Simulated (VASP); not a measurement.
Here is a VASP 6.6.1 calculation.

Contents of INCAR:

```
SYSTEM = LiY2P2
PREC = Accurate
ENCUT = 520
EDIFF = 1E-7
ISMEAR = 0
SIGMA = 0.1
LREAL = .FALSE.
LASPH = .TRUE.
NELM = 60
ALGO = Normal
ISIF = 2
LWAVE = .FALSE.
LCHARG = .TRUE.
GGA = PE
LELF = .TRUE.
LVHAR = .TRUE.
NBANDS = 26
```

File KPOINTS:

```
Automatic mesh
0
G
  10 10 10
  0 0 0
```

File POSCAR:

```
LiY2P2
1.0
   -2.5987085747      2.5987085747      6.5444744736
    2.5987085747     -2.5987085747      6.5444744736
    2.5987085747      2.5987085747     -6.5444744736
Li Y P
1 2 2
Direct
    0.0000000000      0.0000000000      0.0000000000
    0.2500000000      0.7500000000      0.5000000000
    0.7500000000      0.2500000000      0.5000000000
    0.8176882015      0.8176882015      0.0000000000
    0.1823117985      0.1823117985      0.0000000000
```

Potentials or basis: VASP PAW PBE potentials, release 64 (Li_sv, Y_sv, P).

Run with:

```bash
$ cat potpaw_PBE.64/Li_sv/POTCAR potpaw_PBE.64/Y_sv/POTCAR potpaw_PBE.64/P/POTCAR > POTCAR
$ mpirun -np 1 vasp_std > vasp.out
```

Problem. Predict the largest force.

Solution. 0.010 eV/Å.

Problem. Predict the band gap on the k mesh.

Solution. Zero (an odd number of electrons rules out a gap without spin polarisation).

Forces in eV/Å, atoms in the order of the input:
```
Li   0.000  0.000  0.000
Y    0.000  0.000  0.000
Y    0.000  0.000  0.000
P    0.000  0.000 -0.010
P    0.000  0.000  0.010
```
